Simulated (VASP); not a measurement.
# Hf (Fm-3m) in VASP: notebook

Aim: see how the results for Hf move with the level of theory and the settings. Levels: r2SCAN, PBE. Tasks: single point.

Program: VASP 6.6.1. These are calculated values, not measurements. Logs are shortened: lines on timing, memory, paths and dates and some standing lists are left out, and cuts for length are marked.

## 1. The cell of the first run

Symmetry: Fm-3m, No. 225, cubic system. The conventional cell has a = 4.440 Å, b = 4.440 Å, c = 4.440 Å, α = 90.00°, β = 90.00°, γ = 90.00°. Within 4.1 Å of Hf (site symmetry m-3m) lie 12 Hf at 3.14 Å.

This isn't the form of Hf at room conditions, which is hcp.

## 2. Single point, r2SCAN

POSCAR reads:

```
Hf
1.0
    0.0000000000      2.2200000000      2.2200000000
    2.2200000000      0.0000000000      2.2200000000
    2.2200000000      2.2200000000      0.0000000000
Hf
1
Direct
    0.0000000000      0.0000000000      0.0000000000
```

INCAR.step1 reads:

```
SYSTEM = Hf
PREC     = Accurate       ! precision mode
ENCUT    = 550            ! plane-wave cutoff, eV
ISMEAR   = -1             ! smearing method
SIGMA    = 0.03           ! smearing width, eV
LREAL    = .False.        ! projectors in reciprocal space
LASPH    = .True.         ! aspherical terms in the spheres
NELM     = 120            ! most SCF steps
NBANDS   = 11             ! bands
GGA      = PE             ! functional
ALGO     = Normal         ! electronic algorithm
EDIFF    = 1E-5           ! SCF threshold, eV
LWAVE    = .True.         ! write WAVECAR
LCHARG   = .False.        ! write CHGCAR
GGA_COMPAT= .False.
```

INCAR.step2 reads:

```
SYSTEM = Hf
PREC     = Accurate       ! precision mode
ENCUT    = 550            ! plane-wave cutoff, eV
EDIFF    = 1E-6           ! SCF threshold, eV
ISMEAR   = -1             ! smearing method
SIGMA    = 0.03           ! smearing width, eV
LREAL    = .False.        ! projectors in reciprocal space
LASPH    = .True.         ! aspherical terms in the spheres
NELM     = 120            ! most SCF steps
ALGO     = Normal         ! electronic algorithm
ISIF     = 2              ! what is computed and relaxed
LWAVE    = .False.        ! write WAVECAR
LCHARG   = .False.        ! write CHGCAR
METAGGA  = R2SCAN         ! meta-GGA
LMIXTAU  = .True.       
NBANDS   = 11             ! bands
ISTART   = 1            
GGA_COMPAT= .False.
```

KPOINTS reads:

```
Automatic mesh
0
Gamma
  16 16 16
  0 0 0
```

Potentials or basis: VASP PAW PBE potentials, release 64 (Hf_pv).

Launch:

```sh
cat potpaw_PBE.64/Hf_pv/POTCAR > POTCAR
cp INCAR.step1 INCAR
mpirun -np 1 vasp_std > vasp.out
cp INCAR.step2 INCAR
mpirun -np 1 vasp_std > vasp.out
```

OUTCAR:

```text
SYSTEM = Hf
   PREC = Accurate
   ENCUT = 550
   EDIFF = 1E-6
   ISMEAR = -1
   LREAL = .False.
   LASPH = .True.
   NELM = 120
   ISIF = 2
   METAGGA = R2SCAN
   ISTART = 1

 ion  position               nearest neighbor table
   1  0.000  0.000  0.000-

  LATTYP: Found a face centered cubic cell.
 ALAT       =     4.4400000000

  Lattice vectors:

 A1 = (   0.0000000000,   2.2200000000,   2.2200000000)
 A2 = (   2.2200000000,   0.0000000000,   2.2200000000)
 A3 = (   2.2200000000,   2.2200000000,   0.0000000000)

Analysis of symmetry for initial positions (statically):
=====================================================================
 Subroutine PRICEL returns:
 Original cell was already a primitive cell.

 Routine SETGRP: Setting up the symmetry group for a
 face centered cubic supercell.

 Subroutine GETGRP returns: Found 48 space group operations
 (whereof 48 operations were pure point group operations)
 out of a pool of 48 trial point group operations.

The static configuration has the point symmetry O_h .

Analysis of symmetry for dynamics (positions and initial velocities):
=====================================================================
 Subroutine PRICEL returns:
 Original cell was already a primitive cell.

 Routine SETGRP: Setting up the symmetry group for a
 face centered cubic supercell.

 Subroutine GETGRP returns: Found 48 space group operations
 (whereof 48 operations were pure point group operations)
 out of a pool of 48 trial point group operations.

The dynamic configuration has the point symmetry O_h .

 Subroutine INISYM returns: Found 48 space group operations
 (whereof 48 operations are pure point group operations),
 and found     1 'primitive' translations

----------------------------------------------------------------------------------------

                                     Primitive cell

  volume of cell :      21.8821

  direct lattice vectors                    reciprocal lattice vectors
     0.000000000  2.220000000  2.220000000    -0.225225225  0.225225225  0.225225225
     2.220000000  0.000000000  2.220000000     0.225225225 -0.225225225  0.225225225
     2.220000000  2.220000000  0.000000000     0.225225225  0.225225225 -0.225225225

  length of vectors
     3.139554108  3.139554108  3.139554108     0.390101533  0.390101533  0.390101533

  position of ions in fractional coordinates (direct lattice)
     0.000000000  0.000000000  0.000000000

  ion indices of the primitive-cell ions
   primitive index   ion index
                 1           1

----------------------------------------------------------------------------------------

 KPOINTS: Automatic mesh

Automatic generation of k-mesh.
 Grid dimensions read from file:
 generate k-points for:   16   16   16

 Generating k-lattice:

  Cartesian coordinates                     Fractional coordinates (reciprocal lattice)
    -0.014076577  0.014076577  0.014076577     0.062500000  0.000000000  0.000000000
     0.014076577 -0.014076577  0.014076577     0.000000000  0.062500000  0.000000000
     0.014076577  0.014076577 -0.014076577     0.000000000  0.000000000  0.062500000

  Length of vectors
     0.024381346  0.024381346  0.024381346

  Shift w.r.t. Gamma in fractional coordinates (k-lattice)
     0.000000000  0.000000000  0.000000000

 Subroutine IBZKPT returns following result:
 ===========================================

 Found    145 irreducible k-points:

 Following reciprocal coordinates:
            Coordinates               Weight
  0.000000  0.000000  0.000000      1.000000
  0.062500  0.000000  0.000000      8.000000
  0.125000  0.000000  0.000000      8.000000
  0.187500  0.000000  0.000000      8.000000
  0.250000  0.000000  0.000000      8.000000
  0.312500  0.000000  0.000000      8.000000
[... 16 lines left out ...]
 -0.125000  0.062500  0.000000     24.000000
 -0.062500  0.062500  0.000000     12.000000
 [... further k-points ...]
   k-points           NKPTS =    145   k-points in BZ     NKDIM =    145   number of bands    NBANDS=     11
   number of dos      NEDOS =    301   number of ions     NIONS =      1
   total plane-waves  NPLWV =  13824
   dimension x,y,z NGX =    24 NGY =   24 NGZ =   24
   dimension x,y,z NGXF=    48 NGYF=   48 NGZF=   48
   ions per type =               1
   NGX,Y,Z   is equivalent  to a cutoff of  12.71, 12.71, 12.71 a.u.
   NGXF,Y,Z  is equivalent  to a cutoff of  25.42, 25.42, 25.42 a.u.
 SYSTEM =  Hf
   PREC   = accura    normal or accurate (medium, high low for compatibility)
   ISTART =      1    job   : 0-new  1-cont  2-samecut
   ICHARG =      0    charge: 1-file 2-atom 10-const
   ISPIN  =      1    spin polarized calculation?
   LNONCOLLINEAR =      F non collinear calculations
   LSORBIT =      F    spin-orbit coupling
   LASPH  =      T    aspherical Exc in radial PAW
   ENCUT  =  550.0 eV  40.42 Ry    6.36 a.u.   6.00  6.00  6.00*2*pi/ulx,y,z
   NELM   =    120;   NELMIN=  2; NELMDL=  0     # of ELM steps
   EDIFF  = 0.1E-05   stopping-criterion for ELM
   LREAL  =      F    real-space projection
   EDIFFG = 0.1E-04   stopping-criterion for IOM
   NSW    =      0    number of steps for IOM
   IBRION =     -1    ionic relax: 0-MD 1-quasi-New 2-CG
   NFREE  =      0    steps in history (QN), initial steepest desc. (CG)
   ISIF   =      2    stress and relaxation
   ISYM   =      2    0-nonsym 1-usesym 2-fastsym
   POTIM  = 0.5000    time-step for ionic-motion
   TEBEG  =    0.0;   TEEND  =   0.0 temperature during run
   PSTRESS=    0.0 pullay stress
   NELECT =      10.0000    total number of electrons
   NUPDOWN=      -1.0000    fix difference up-down
   EMIN   =  10.00;   EMAX   =-10.00  energy-range for DOS
   EFERMI =   0.00;   METHOD = LEGACY
   ISMEAR =    -1;   SIGMA  =   0.03  broadening in eV -4-tet -1-fermi 0-gaus
   EFERMI_NEDOS =   21; number of points for ismear=-14 and -15
   IALGO  =     38    algorithm
   IMIX   =      4    mixing-type and parameters
     AMIX     =   0.40;   BMIX     =  1.00
     AMIX_MAG =   1.60;   BMIX_MAG =  1.00
  volume/ion in A,a.u.               =      21.88       147.67
  Fermi-wavevector in a.u.,A,eV,Ry     =   1.260991  2.382927 21.634588  1.590097
  Thomas-Fermi vector in A             =   2.394472
   LORBIT       =      0    0 simple, 1 ext, 2 COOP (PROOUT), +10 PAW based schemes
   METAGGA = R2SCAN    functional components
   LHFCALC =     F    Hartree Fock is set to
   AEXX    =    0.0000 exact exchange contribution
   IVDW    =     0    specifies the selected vdW correction
   LEPSILON=     F    determine dielectric tensor
   LRPA    =     F    only Hartree local field effects (RPA)
 non-spin polarized calculation
  energy-cutoff  :      550.00
  volume of cell :       21.88
 maximum number of plane-waves:       653
   NGX = 13   NGY = 13   NGZ = 13

 number of electron      10.0000000 magnetization

 Free energy of the ion-electron system (eV)
  ---------------------------------------------------
  ext. energy  EPLUGINS =         0.00000000
  ---------------------------------------------------
  free energy    TOTEN  =       -45.06250895 eV

  energy without entropy =      -45.05742769  energy(sigma->0) =      -45.05996832

 E-fermi :   4.7567     XC(G=0): -12.2835

 val. band max:        4.7506214827   @ k =  -0.3125   0.3125   0.0000
 cond. band min:       4.7572885077   @ k =   0.2500   0.1875   0.0625
 fundamental gap:      0.0066670250
 Fermi energy:         4.7566672894

 k-point     1 :       0.0000    0.0000    0.0000
  band No.  band energies     occupation
      1     -26.2700      2.00000
      2     -26.2700      2.00000
      3     -26.2700      2.00000
      4      -2.8680      2.00000
      5       6.3757      0.00000
      6       6.3757      0.00000
      7       6.3757      0.00000
      8       9.4514      0.00000
      9       9.4514      0.00000
     10      16.6722      0.00000
     11      16.8310      0.00000

 k-point     2 :       0.0625    0.0000    0.0000
  band No.  band energies     occupation
      1     -26.3069      2.00000
      2     -26.2746      2.00000
      3     -26.2746      2.00000
      4      -2.7224      2.00000
      5       6.2155      0.00000
      6       6.4457      0.00000
      7       6.4457      0.00000
      8       9.3705      0.00000
      9       9.3705      0.00000
     10      16.8310      0.00000
     11      17.0071      0.00000

 k-point     3 :       0.1250    0.0000    0.0000
  band No.  band energies     occupation
      1     -26.4109      2.00000
      2     -26.2876      2.00000
      3     -26.2875      2.00000
      4      -2.3009      2.00000
      5       5.8116      0.00000
      6       6.6209      0.00000
      7       6.6210      0.00000
      8       9.1988      0.00000
      9       9.1988      0.00000
     10      16.8309      0.00000
     11      17.8363      0.00000

 k-point     4 :       0.1875    0.0000    0.0000
  band No.  band energies     occupation
      1     -26.5634      2.00000
      2     -26.3069      2.00000
      3     -26.3069      2.00000
      4      -1.6521      2.00000
      5       5.3256      0.00000
      6       6.7813      0.00000
      7       6.7813      0.00000
      8       9.1330      0.00000
      9       9.1330      0.00000
     10      16.8308      0.00000
     11      17.7722      0.00000
[... 239 lines left out ...]
 k-point    22 :      -0.1875    0.0625    0.0000
  band No.  band energies     occupation
      1     -26.6280      2.00000
      2     -26.3482      2.00000
      3     -26.3047      2.00000
      4      -1.2818      2.00000
      5       5.0914      0.00003
      6       6.7313      0.00000
      7       6.9332      0.00000
      8       8.6633      0.00000
      9       9.6570      0.00000
     10      16.8308      0.00000
     11      17.7353      0.00000

 k-point    23 :      -0.1250    0.0625    0.0000
  band No.  band energies     occupation
      1     -26.4724      2.00000
      2     -26.3212      2.00000
      3     -26.2867      2.00000
      4      -1.9849      2.00000
      5       5.5418      0.00000
      6       6.7074      0.00000
      7       6.7707      0.00000
      8       8.7607      0.00000
      9       9.4578      0.00000
     10      16.8309      0.00000
     11      18.3640      0.00000

 k-point    24 :      -0.0625    0.0625    0.0000
  band No.  band energies     occupation
      1     -26.3587      2.00000
      2     -26.2953      2.00000
      3     -26.2760      2.00000
      4      -2.4845      2.00000
      5       5.9663      0.00000
      6       6.5535      0.00000
      7       6.5656      0.00000
      8       9.0776      0.00000
      9       9.4332      0.00000
     10      16.8310      0.00000
     11      17.5280      0.00000

 [... further k-points ...]

------------------------ aborting loop because EDIFF is reached ----------------------------------------

  FORCE on cell =-STRESS in cart. coord.  units (eV):
  Direction    XX          YY          ZZ          XY          YZ          ZX
  --------------------------------------------------------------------------------------
  -------------------------------------------------------------------------------------
  Total        0.3159276      0.3159276      0.3159276     -0.0000000     -0.0000000      0.0000000
  in kB       23.1317867     23.1317867     23.1317867     -0.0000000     -0.0000000      0.0000000
  external PRESSURE =      23.1317867 kB  Pullay stress =       0.0000000 kB

 VOLUME and BASIS-vectors are now :
 -----------------------------------------------------------------------------
  energy-cutoff  :      550.00
  volume of cell :       21.88
      direct lattice vectors                 reciprocal lattice vectors
     0.000000000  2.220000000  2.220000000    -0.225225225  0.225225225  0.225225225
     2.220000000  0.000000000  2.220000000     0.225225225 -0.225225225  0.225225225
     2.220000000  2.220000000  0.000000000     0.225225225  0.225225225 -0.225225225

 POSITION                                       TOTAL-FORCE (eV/Angst)
 -----------------------------------------------------------------------------------
      0.00000      0.00000      0.00000         0.000000     -0.000000     -0.000000
 -----------------------------------------------------------------------------------
    total drift:                               -0.000000      0.000000      0.000000

  FREE ENERGIE OF THE ION-ELECTRON SYSTEM (eV)
  ---------------------------------------------------
  free  energy   TOTEN  =       -45.0625089493 eV

  energy  without entropy=      -45.0574276909  energy(sigma->0) =      -45.05996832
```

Wall time 58 s (1 thread of Intel Xeon Platinum 8375C at 2.90GHz (Ice Lake), shared host); peak memory 0.17 GiB.

Results:

```
Free energy            : -45.0625 eV
Pressure               : 2.3 GPa
Band gap on the k mesh : zero (bands 5 and 6 overlap by 2.05 eV)
```

Caveat: the PAW data sets were made with another functional, which shifts forces and pressure a little; spin-orbit coupling is left out, which moves the levels of the heavy elements.

## 3. Single point, PBE (21.01 Å³/atom)

This run uses another cell than the first one, of 21.01 Å³/atom.

INCAR reads:

```
  PREC = Accurate
  ENCUT = 520
  EDIFF = 1E-6
  ISMEAR = -1
  SIGMA = 0.03
  LREAL = F
  LASPH = T
  NELM = 80
  ALGO = Normal
  ISIF = 2
  LWAVE = F
  LCHARG = F
  GGA = PE
  NBANDS = 11
```

KPOINTS reads:

```
regular mesh
0
Gamma
  16 16 16
```

POSCAR reads:

```
Hf
1.0
    0.0000000000      2.1899963220      2.1899963220
    2.1899963220      0.0000000000      2.1899963220
    2.1899963220      2.1899963220      0.0000000000
Hf
1
Direct
    0.0000000000      0.0000000000      0.0000000000
```

Potentials or basis: VASP PAW PBE potentials, release 64 (Hf_pv).

Launch:

```sh
cat potpaw_PBE.64/Hf_pv/POTCAR > POTCAR
mpirun -np 1 vasp_std > vasp.out
```

It took 30 s on 1 thread of Intel Xeon 8259CL, shared host; peak memory 0.16 GiB.

The run converged. Its results:

* Free energy: -9.8205 eV
* Pressure: 7.6 GPa
* Band gap on the k mesh: zero (bands 5 and 6 overlap by 1.84 eV)

Levels at points of the mesh, in eV from the Fermi level:
```
           k point  band 1  band 2  band 3  band 4  band 5  band 6  band 7  band 8  band 9  band 10
(0.00, 0.00, 0.00)  -29.78  -29.78  -29.78   -7.42    1.43    1.43    1.43    4.45    4.45    11.52
(0.50, 0.00, 0.00)  -30.78  -29.91  -29.91   -3.82    0.80    1.18    1.18    6.76    6.76    10.20
(0.50, 0.50, 0.00)  -30.72  -30.14  -30.14   -3.52   -2.36    2.88    6.78    7.44    7.44    10.46
```

Caveat: the cell stands under pressure; spin-orbit coupling is left out, which moves the levels of the heavy elements.

## 4. Single point, PBE (21.44 Å³/atom)

This run uses another cell than the first one, of 21.44 Å³/atom.

INCAR reads:

```
SYSTEM = Hf
PREC = Accurate ; ENCUT = 520
EDIFF = 1E-7 ; ISMEAR = -1
SIGMA = 0.03 ; LREAL = .False.
LASPH = .True. ; NELM = 100
ALGO = Normal ; ISIF = 2
LWAVE = .False. ; LCHARG = .False.
GGA = PE ; NBANDS = 11
```

KPOINTS reads:

```
regular mesh
0
Gamma
  16 16 16
  0 0 0
```

POSCAR reads:

```
Hf
1.0
    0.0000000000      2.2051002222      2.2051002222
    2.2051002222      0.0000000000      2.2051002222
    2.2051002222      2.2051002222      0.0000000000
Hf
1
Direct
    0.0000000000      0.0000000000      0.0000000000
```

Launch:

```sh
cat potpaw_PBE.64/Hf_pv/POTCAR > POTCAR
mpirun -np 1 vasp_std > vasp.out
```

It took 24 s on 1 thread of Intel Xeon 8259CL, shared host; peak memory 0.16 GiB.

It converged, with:

| Property | Result |
| --- | --- |
| Free energy | -9.8377 eV |
| Pressure | 5.0 GPa |
| Band gap on the k mesh | zero (bands 5 and 6 overlap by 1.82 eV) |

Levels at points of the mesh, in eV from the Fermi level:
| k point | band 2 | band 3 | band 4 | band 5 | band 6 | band 7 | band 8 | band 9 |
| --- | --- | --- | --- | --- | --- | --- | --- | --- |
| (0.00, 0.00, 0.00) | -29.85 | -29.85 | -7.35 | 1.43 | 1.43 | 1.43 | 4.37 | 4.37 |
| (0.50, 0.00, 0.00) | -29.98 | -29.98 | -3.75 | 0.73 | 1.19 | 1.19 | 6.61 | 6.61 |
| (0.50, 0.50, 0.00) | -30.19 | -30.19 | -3.43 | -2.28 | 2.76 | 6.63 | 7.28 | 7.28 |

Caveat: the cell stands under pressure; spin-orbit coupling is left out, which moves the levels of the heavy elements.

## 5. Overview

| level | cell | cutoff (eV) | gap on the mesh (eV) | pressure (GPa) |
| --- | --- | --- | --- | --- |
| r2SCAN | a = 3.140 Å, angles 60.0°, 1 atom | 550 | none | 2.3 |
| PBE | a = 3.097 Å, angles 60.0°, 1 atom | 520 | none | 7.6 |
| PBE | a = 3.118 Å, angles 60.0°, 1 atom | 520 | none | 5.0 |

Alike in all rows: task single point; potentials or basis VASP PAW PBE potentials, release 64 (Hf_pv); no spin polarisation; k mesh 16 × 16 × 16; smearing fermi-dirac 0.03 eV.

Caveats: spin-orbit coupling is left out, which moves the levels of the heavy elements; the cell stands under pressure (at least some runs); the PAW data sets were made with another functional, which shifts forces and pressure a little (at least some runs).

Absolute energies hang on the potentials; compare differences alone.
